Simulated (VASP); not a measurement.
# BaS in VASP: a series of runs, part 2 of 2

VASP 6.6.1. Earlier steps stand in the parts before.

**3. Single point, HSE06 (strain along [111] -3.2%)**

File POSCAR:

```
BaS
1.0
   -0.0760192943      3.4433924766      3.4433924766
    3.4433924766     -0.0760192943      3.4433924766
    3.4433924766      3.4433924766     -0.0760192943
Ba S
1 1
Direct
   -0.0024653819     -0.0024653819     -0.0024653819
    0.2524653819      0.2524653819      0.2524653819
```

File INCAR.step1:

```
PREC = Accurate
ENCUT = 520
EDIFF = 1E-5
ISMEAR = 0
SIGMA = 0.01
LREAL = False
LASPH = True
NELM = 60
ALGO = Normal
ISIF = 2
LWAVE = True
LCHARG = False
GGA = PE
NBANDS = 15
```

File INCAR.step2:

```
PREC = Accurate
ENCUT = 520
EDIFF = 1E-6
ISMEAR = 0
SIGMA = 0.01
LREAL = False
LASPH = True
NELM = 60
ALGO = Normal
ISIF = 2
LWAVE = False
LCHARG = False
GGA = PE
LHFCALC = True
HFSCREEN = 0.2079
PRECFOCK = Normal
ISTART = 1
NBANDS = 15
```

File KPOINTS:

```
Automatic mesh
0
Gamma
  4 4 4
```

Potentials or basis: VASP PAW PBE potentials, release 64 (Ba_sv, S).

Launch:

```
cat potpaw_PBE.64/Ba_sv/POTCAR potpaw_PBE.64/S/POTCAR > POTCAR
cp INCAR.step1 INCAR
mpirun -np 1 vasp_std > vasp.out
cp INCAR.step2 INCAR
mpirun -np 1 vasp_std > vasp.out
```

OUTCAR:

```text
PREC = Accurate
   ENCUT = 520
   EDIFF = 1E-6
   ISMEAR = 0
   LREAL = False
   LASPH = True
   NELM = 60
   ISIF = 2
   GGA = PE
   LHFCALC = True
   HFSCREEN = 0.2079
   PRECFOCK = Normal
   ISTART = 1

 ion  position               nearest neighbor table
   1  0.998  0.998  0.998-   2 3.01   2 3.02   2 3.02   2 3.02
   2  0.252  0.252  0.252-   1 3.01   1 3.02   1 3.02   1 3.02

  LATTYP: Found a trigonal (rhomboedric) cell.
 ALAT       =     4.8702856619
 COS(alpha) =     0.4778067012

  Lattice vectors:

 A1 = (  -0.0760192943,   3.4433924766,   3.4433924766)
 A2 = (   3.4433924766,  -0.0760192943,   3.4433924766)
 A3 = (   3.4433924766,   3.4433924766,  -0.0760192943)

Analysis of symmetry for initial positions (statically):
=====================================================================
 Subroutine PRICEL returns:
 Original cell was already a primitive cell.

 Routine SETGRP: Setting up the symmetry group for a
 trigonal (rhombohedral) supercell.

 Subroutine GETGRP returns: Found  6 space group operations
 (whereof  6 operations were pure point group operations)
 out of a pool of 12 trial point group operations.

The static configuration has the point symmetry C_3v.

Analysis of symmetry for dynamics (positions and initial velocities):
=====================================================================
 Subroutine PRICEL returns:
 Original cell was already a primitive cell.

 Routine SETGRP: Setting up the symmetry group for a
 trigonal (rhombohedral) supercell.

 Subroutine GETGRP returns: Found  6 space group operations
 (whereof  6 operations were pure point group operations)
 out of a pool of 12 trial point group operations.

The dynamic configuration has the point symmetry C_3v.

 Subroutine INISYM returns: Found  6 space group operations
 (whereof  6 operations are pure point group operations),
 and found     1 'primitive' translations

----------------------------------------------------------------------------------------

                                     Primitive cell

  volume of cell :      84.3599

  direct lattice vectors                    reciprocal lattice vectors
    -0.076019294  3.443392477  3.443392477    -0.140483471  0.143654921  0.143654921
     3.443392477 -0.076019294  3.443392477     0.143654921 -0.140483471  0.143654921
     3.443392477  3.443392477 -0.076019294     0.143654921  0.143654921 -0.140483471

  length of vectors
     4.870285662  4.870285662  4.870285662     0.247000158  0.247000158  0.247000158

  position of ions in fractional coordinates (direct lattice)
     0.997534618  0.997534618  0.997534618
     0.252465382  0.252465382  0.252465382

  ion indices of the primitive-cell ions
   primitive index   ion index
                 1           1
                 2           2

----------------------------------------------------------------------------------------

 KPOINTS: Automatic mesh

Automatic generation of k-mesh.
 Grid dimensions read from file:
 generate k-points for:    4    4    4

 Generating k-lattice:

  Cartesian coordinates                     Fractional coordinates (reciprocal lattice)
[... 37 lines left out ...]
   NGXF,Y,Z  is equivalent  to a cutoff of  24.58, 24.58, 24.58 a.u.
 SYSTEM =  unknown system
   PREC   = accura    normal or accurate (medium, high low for compatibility)
   ISTART =      1    job   : 0-new  1-cont  2-samecut
   ICHARG =      0    charge: 1-file 2-atom 10-const
   ISPIN  =      1    spin polarized calculation?
   LNONCOLLINEAR =      F non collinear calculations
   LSORBIT =      F    spin-orbit coupling
   LASPH  =      T    aspherical Exc in radial PAW
   ENCUT  =  520.0 eV  38.22 Ry    6.18 a.u.   9.06  9.06  9.06*2*pi/ulx,y,z
   NELM   =     60;   NELMIN=  2; NELMDL=  0     # of ELM steps
   EDIFF  = 0.1E-05   stopping-criterion for ELM
   LREAL  =      F    real-space projection
   EDIFFG = 0.1E-04   stopping-criterion for IOM
   NSW    =      0    number of steps for IOM
   IBRION =     -1    ionic relax: 0-MD 1-quasi-New 2-CG
   NFREE  =      0    steps in history (QN), initial steepest desc. (CG)
   ISIF   =      2    stress and relaxation
   ISYM   =      3    0-nonsym 1-usesym 2-fastsym
   POTIM  = 0.5000    time-step for ionic-motion
   TEBEG  =    0.0;   TEEND  =   0.0 temperature during run
   PSTRESS=    0.0 pullay stress
   NELECT =      16.0000    total number of electrons
   NUPDOWN=      -1.0000    fix difference up-down
   EMIN   =  10.00;   EMAX   =-10.00  energy-range for DOS
   EFERMI =   0.00;   METHOD = LEGACY
   ISMEAR =     0;   SIGMA  =   0.01  broadening in eV -4-tet -1-fermi 0-gaus
   EFERMI_NEDOS =   21; number of points for ismear=-14 and -15
   IALGO  =     38    algorithm
   IMIX   =      1    mixing-type and parameters
     AMIX     =   0.40;   BMIX     =  1.00
     AMIX_MAG =   1.60;   BMIX_MAG =  1.00
  volume/ion in A,a.u.               =      42.18       284.64
  Fermi-wavevector in a.u.,A,eV,Ry     =   0.940595  1.777467 12.037339  0.884719
  Thomas-Fermi vector in A             =   2.068023
   LORBIT       =      0    0 simple, 1 ext, 2 COOP (PROOUT), +10 PAW based schemes
   GGA     = PE    functional components
   LHFCALC =     T    Hartree Fock is set to
   PRECFOCK=normal    Normal, Fast or Accurate (Low or Medium for compatibility)
   ENCUT4O =  -1.0   cutoff for four orbital integrals eV
   NKREDX  =     1    reduce k-point grid by
   NKREDY  =     1    reduce k-point grid by
   NKREDZ  =     1    reduce k-point grid by
   AEXX    =    0.2500 exact exchange contribution
   HFSCREEN=    0.2079 screening length (either q_TF or 0.3 A-1)
   HFSCREENC=   0.2079 screening length for correlation (either q_TF or 0.3 A-1)
   ENCUTFOCK=  -1.0 apply spherical cutoff to Coloumb kernel
   IVDW    =     0    specifies the selected vdW correction
   LEPSILON=     F    determine dielectric tensor
   LRPA    =     F    only Hartree local field effects (RPA)
 non-spin polarized calculation
 Gauss-broadening in eV      SIGMA  =   0.01
  energy-cutoff  :      520.00
  volume of cell :       84.36
 maximum number of plane-waves:      2300
  NGX = 28; NGY = 28; NGZ = 28

 number of electron      16.0000000 magnetization

 Free energy of the ion-electron system (eV)
  ---------------------------------------------------
  ext. energy  EPLUGINS =         0.00000000
  ---------------------------------------------------
  free energy    TOTEN  =       -11.03103671 eV

  energy without entropy =      -11.03103671  energy(sigma->0) =      -11.03103671

 E-fermi :  -0.6367     XC(G=0):  -6.1406

 val. band max:       -0.6998213578   @ k =  -0.2500   0.5000   0.2500
 cond. band min:       2.9952062576   @ k =   0.0000   0.0000   0.0000
 fundamental gap:      3.6950276154
 Fermi energy:        -0.6366818573

 k-point     1 :       0.0000    0.0000    0.0000
  band No.  band energies     occupation
      1     -28.4255      2.00000
      2     -12.5629      2.00000
      3     -12.5616      2.00000
      4     -12.5616      2.00000
      5     -11.6889      2.00000
      6      -1.5024      2.00000
      7      -1.5024      2.00000
      8      -1.4146      2.00000
      9       2.9952      0.00000
     10       5.5243      0.00000
     11       5.5243      0.00000
     12       7.4412      0.00000
     13       7.5919      0.00000
     14       7.5920      0.00000
[... 203 lines left out ...]
      2     -13.4764      2.00000
      3     -12.6218      2.00000
      4     -12.6218      2.00000
      5     -10.8153      2.00000
      6      -1.2869      2.00000
      7      -1.2155      2.00000
      8      -1.2155      2.00000
      9       4.8381      0.00000
     10       5.7462      0.00000
     11       5.7462      0.00000
     12       5.7753      0.00000
     13       7.0683      0.00000
     14       7.0683      0.00000
     15       9.5980      0.00000

------------------------ aborting loop because EDIFF is reached ----------------------------------------

  FORCE on cell =-STRESS in cart. coord.  units (eV):
  Direction    XX          YY          ZZ          XY          YZ          ZX
  --------------------------------------------------------------------------------------
  -------------------------------------------------------------------------------------
  Total        0.6105163      0.6105163      0.6105163      0.0702657      0.0702657      0.0702657
  in kB       11.5950268     11.5950268     11.5950268      1.3344976      1.3344976      1.3344976
  external PRESSURE =      11.5950268 kB  Pullay stress =       0.0000000 kB

 VOLUME and BASIS-vectors are now :
 -----------------------------------------------------------------------------
  energy-cutoff  :      520.00
  volume of cell :       84.36
      direct lattice vectors                 reciprocal lattice vectors
    -0.076019294  3.443392477  3.443392477    -0.140483471  0.143654921  0.143654921
     3.443392477 -0.076019294  3.443392477     0.143654921 -0.140483471  0.143654921
     3.443392477  3.443392477 -0.076019294     0.143654921  0.143654921 -0.140483471

 POSITION                                       TOTAL-FORCE (eV/Angst)
 -----------------------------------------------------------------------------------
      6.79397      6.79397      6.79397         0.000375      0.000375      0.000375
      1.71948      1.71948      1.71948        -0.000375     -0.000375     -0.000375
 -----------------------------------------------------------------------------------
    total drift:                                0.000219      0.000227      0.000229

  FREE ENERGIE OF THE ION-ELECTRON SYSTEM (eV)
  ---------------------------------------------------
  free  energy   TOTEN  =       -11.0310367144 eV

  energy  without entropy=      -11.0310367144  energy(sigma->0) =      -11.03103671
```

OUTCAR.step1:

```text
PREC = Accurate
   ENCUT = 520
   EDIFF = 1E-5
   ISMEAR = 0
   LREAL = False
[... 443 lines left out ...]
      6.79397      6.79397      6.79397        -0.000664     -0.000664     -0.000664
      1.71948      1.71948      1.71948         0.000664      0.000664      0.000664
 -----------------------------------------------------------------------------------
    total drift:                                0.000078      0.000078      0.000078

  FREE ENERGIE OF THE ION-ELECTRON SYSTEM (eV)
  ---------------------------------------------------
  free  energy   TOTEN  =        -9.7161983190 eV

  energy  without entropy=       -9.7161983190  energy(sigma->0) =       -9.71619832
```

OSZICAR.step1:

```text
N       E                     dE             d eps       ncg     rms          rms(c)
DAV:   1     0.903834616115E+02    0.90383E+02   -0.64596E+03   390   0.892E+02
DAV:   2    -0.373765598039E+01   -0.94121E+02   -0.85320E+02   517   0.164E+02
DAV:   3    -0.104982302521E+02   -0.67606E+01   -0.66961E+01   539   0.477E+01
DAV:   4    -0.106896395284E+02   -0.19141E+00   -0.19137E+00   525   0.768E+00
DAV:   5    -0.106927728585E+02   -0.31333E-02   -0.31330E-02   553   0.804E-01    0.529E+00
DAV:   6    -0.972961272045E+01    0.96316E+00   -0.13112E+00   446   0.623E+00    0.362E+00
DAV:   7    -0.968989790221E+01    0.39715E-01   -0.38526E-01   467   0.303E+00    0.255E+00
DAV:   8    -0.970135835552E+01   -0.11460E-01   -0.36576E-02   453   0.122E+00    0.780E-01
DAV:   9    -0.971179370418E+01   -0.10435E-01   -0.15937E-02   404   0.843E-01    0.359E-01
DAV:  10    -0.971481751393E+01   -0.30238E-02   -0.11945E-03   439   0.200E-01    0.119E-01
DAV:  11    -0.971615110531E+01   -0.13336E-02   -0.18738E-03   397   0.217E-01    0.313E-02
DAV:  12    -0.971617941586E+01   -0.28311E-04   -0.97184E-05   561   0.470E-02    0.358E-02
DAV:  13    -0.971619847592E+01   -0.19060E-04   -0.33051E-05   396   0.345E-02    0.120E-02
DAV:  14    -0.971619831895E+01    0.15697E-06   -0.44965E-07   419   0.452E-03
   1 F= -.97161983E+01 E0= -.97161983E+01  d E =-.291900E-27
```

Wall time 24 min (1 thread of AMD EPYC 7R13, shared host); peak memory 0.3 GiB.

Results:

* Free energy: -11.0310 eV
* Pressure: 1.2 GPa
* Band gap on the k mesh: 3.69 eV (least direct gap 4.34 eV)

Caveat: the cell differs from its parent crystal (strain along [111] -3.2%); the structure was generated, so it needn't be the stable form of BaS; the PAW data sets were made with another functional, which shifts forces and pressure a little; spin-orbit coupling is left out, which moves the levels of the heavy elements. A k mesh can miss the band edges.

**4. Single point, HSE06 (epitaxial xy strain -0.5%)**

File POSCAR:

```
BaS
1.0
    0.0000000000      3.5028705356      3.5480831883
    3.5028705356      0.0000000000      3.5480831883
    3.5028705356      3.5028705356      0.0000000000
Ba S
1 1
Direct
    0.0000000000      0.0000000000      0.0000000000
    0.2500000000      0.2500000000      0.2500000000
```

File INCAR.step1:

```
PREC     = Accurate       # precision mode
ENCUT    = 520            # plane-wave cutoff, eV
EDIFF    = 1E-5           # SCF threshold, eV
ISMEAR   = 0              # smearing method
SIGMA    = 0.01           # smearing width, eV
LREAL    = False          # projectors in reciprocal space
LASPH    = True           # aspherical terms in the spheres
NELM     = 80             # most SCF steps
ALGO     = Normal         # electronic algorithm
ISIF     = 2              # what is computed and relaxed
LWAVE    = True           # write WAVECAR
LCHARG   = False          # write CHGCAR
GGA      = PE             # functional
NBANDS   = 15             # bands
```

File INCAR.step2:

```
PREC     = Accurate       # precision mode
ENCUT    = 520            # plane-wave cutoff, eV
EDIFF    = 1E-6           # SCF threshold, eV
ISMEAR   = 0              # smearing method
SIGMA    = 0.01           # smearing width, eV
LREAL    = False          # projectors in reciprocal space
LASPH    = True           # aspherical terms in the spheres
NELM     = 80             # most SCF steps
ALGO     = Normal         # electronic algorithm
ISIF     = 2              # what is computed and relaxed
LWAVE    = False          # write WAVECAR
LCHARG   = False          # write CHGCAR
GGA      = PE             # functional
LHFCALC  = True           # exact exchange
HFSCREEN = 0.2079         # screening, 1/A
PRECFOCK = Normal       
ISTART   = 1            
NBANDS   = 15             # bands
```

KPOINTS is that of step 3.

Launch:

```
cat potpaw_PBE.64/Ba_sv/POTCAR potpaw_PBE.64/S/POTCAR > POTCAR
cp INCAR.step1 INCAR
mpirun -np 1 vasp_std > vasp.out
cp INCAR.step2 INCAR
mpirun -np 1 vasp_std > vasp.out
```

Wall time 29 min (1 thread of AMD EPYC 7R13, shared host); peak memory 0.33 GiB.

It converged, with:

| Property | Result |
| --- | --- |
| Free energy | -11.0452 eV |
| Pressure | 0.2 GPa |
| Band gap on the k mesh | 3.64 eV (least direct gap 4.33 eV) |

Levels at points of the mesh, in eV from the valence-band top:
```
           k point  band 5  band 6  band 7  band 8  band 9  band 10  band 11  band 12
(0.00, 0.00, 0.00)  -10.95   -0.72   -0.72   -0.72    3.64     6.13     6.23     8.05
(0.50, 0.00, 0.00)  -10.11   -0.64   -0.45   -0.43    5.44     6.34     6.36     6.38
(0.50, 0.50, 0.00)   -9.87   -1.15   -0.01   -0.01    4.35     5.56     7.45     7.45
(0.50, 0.00, 0.50)   -9.89   -1.14   -0.02   -0.01    4.38     5.58     7.46     7.48
```

Caveat: the cell differs from its parent crystal (epitaxial xy strain -0.5%); the structure was generated, so it needn't be the stable form of BaS; the PAW data sets were made with another functional, which shifts forces and pressure a little; spin-orbit coupling is left out, which moves the levels of the heavy elements. A k mesh can miss the band edges.

**5. Summary**

| level | cell | k mesh | grid for exact exchange (PRECFOCK) | share of exact exchange | screening parameter | gap on the mesh (eV) | pressure (GPa) |
| --- | --- | --- | --- | --- | --- | --- | --- |
| r2SCAN | a = 4.978, b = 4.978, c = 5.074 Å, angles 59.4, 59.4, 58.7°, 2 atoms, shear xy strain +3.9% | 6 × 6 × 6 | - | - | - | 3.07 | 0.4 |
| HSE06 | a = 4.870 Å, angles 61.5°, 2 atoms, strain along [111] -3.2% | 4 × 4 × 4 | Normal | 0.25 | 0.2079 1/Å | 3.69 | 1.2 |
| HSE06 | a = 4.986, b = 4.986, c = 4.954 Å, angles 60.2, 60.2, 59.6°, 2 atoms, epitaxial xy strain -0.5% | 4 × 4 × 4 | Normal | 0.25 | 0.2079 1/Å | 3.64 | 0.2 |

Alike in all rows: task single point; potentials or basis VASP PAW PBE potentials, release 64 (Ba_sv, S); no spin polarisation; cutoff (eV) 520; smearing gaussian 0.01 eV.

Caveats: the structure was generated, so it needn't be the stable form of BaS; the PAW data sets were made with another functional, which shifts forces and pressure a little; spin-orbit coupling is left out, which moves the levels of the heavy elements.

Absolute energies hang on the potentials; compare differences alone.
